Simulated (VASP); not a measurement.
Runs of VASP 6.6.1 on Au. The structure is that of space group Fm-3m (No. 225), or close to it. The cells are those of the table. 

```csv
task,cell,k mesh,cutoff (eV),gap on the mesh (eV),pressure (GPa),relaxed volume (Å³/atom)
single point,"a = 2.998 Å, angles 60.0°, 1 atom",24 × 24 × 24,520,none,-7.0,-
single point,"a = 2.849 Å, angles 60.0°, 1 atom",24 × 24 × 24,520,none,17.0,-
single point,"a = 2.880 Å, angles 60.0°, 1 atom",24 × 24 × 24,520,none,(a),-
single point,"a = 2.911 Å, angles 60.0°, 1 atom",24 × 24 × 24,520,none,4.4,-
single point,"a = 2.969 Å, angles 60.0°, 1 atom",24 × 24 × 24,520,none,-4.0,-
single point,"a = 2.940 Å, angles 60.0°, 1 atom",24 × 24 × 24,520,none,-0.2,-
relaxation of cell and atoms,"relaxed from a = 2.946 Å, angles 60.0°, 1 atom",24 × 24 × 24,600,none,0.0,17.95
relaxation of cell and atoms,"relaxed from a = 2.878 Å, angles 60.0°, 1 atom",8 × 8 × 8,600,none,-0.2,(b)
```

Alike in all rows: level PBE; potentials or basis VASP PAW PBE potentials, release 64 (Au); no spin polarisation; smearing gaussian 0.1 eV.

Estimate the missing entries.

(a) 10.0; (b) 18.07.

Caveats: spin-orbit coupling is left out, which moves the levels of the heavy elements; the cell stands under pressure (at least some runs); the cell stands under tension (at least some runs).

A k mesh can miss the band edges, and the runs leave out spin-orbit coupling on Au.

A gap of «none» marks levels without a gap at the run's occupations.
